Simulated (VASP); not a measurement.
A run of VASP 6.6.1:

The input POSCAR:

```
W
1.0
   -1.5928244114      1.5928244114      1.5928244114
    1.5928244114     -1.5928244114      1.5928244114
    1.5928244114      1.5928244114     -1.5928244114
W
1
Direct
    0.0000000000      0.0000000000      0.0000000000
```

The input INCAR.step1:

```
SYSTEM = W
PREC = Accurate
ENCUT = 520
ISMEAR = -1
SIGMA = 0.05
LREAL = .FALSE.
LASPH = .TRUE.
NELM = 80
NBANDS = 13
GGA = PE
ALGO = Normal
EDIFF = 1E-4
LWAVE = .TRUE.
LCHARG = .FALSE.
```

File INCAR.step2:

```
SYSTEM = W
PREC = Accurate
ENCUT = 520
EDIFF = 1E-7
ISMEAR = -1
SIGMA = 0.05
LREAL = .FALSE.
LASPH = .TRUE.
NELM = 80
ALGO = Normal
ISIF = 2
LWAVE = .FALSE.
LCHARG = .FALSE.
METAGGA = R2SCAN
LMIXTAU = .TRUE.
LUSE_VDW = .TRUE.
IVDW_NL = 2
BPARAM = 11.95
CPARAM = 0.0093
NBANDS = 13
ISTART = 1
```

File KPOINTS:

```
regular mesh
0
G
  12 12 12
  0 0 0
```

Potentials or basis: VASP PAW PBE potentials, release 64 (W_sv).

Run with:

```bash
$ cat potpaw_PBE.64/W_sv/POTCAR > POTCAR
$ cp INCAR.step1 INCAR
$ mpirun -np 1 vasp_std > vasp.out
$ cp INCAR.step2 INCAR
$ mpirun -np 1 vasp_std > vasp.out
```

Hardware: 1 thread of Intel(R) Xeon(R) Platinum 8259CL CPU @ 2.50GHz (Skylake/Cascade Lake) (shared host).

How long does it take, and how much memory?

It took 67 s on 1 thread of Intel(R) Xeon(R) Platinum 8259CL CPU @ 2.50GHz (Skylake/Cascade Lake), with other jobs on the host, peak memory 0.21 GiB. Counts: k points 72.
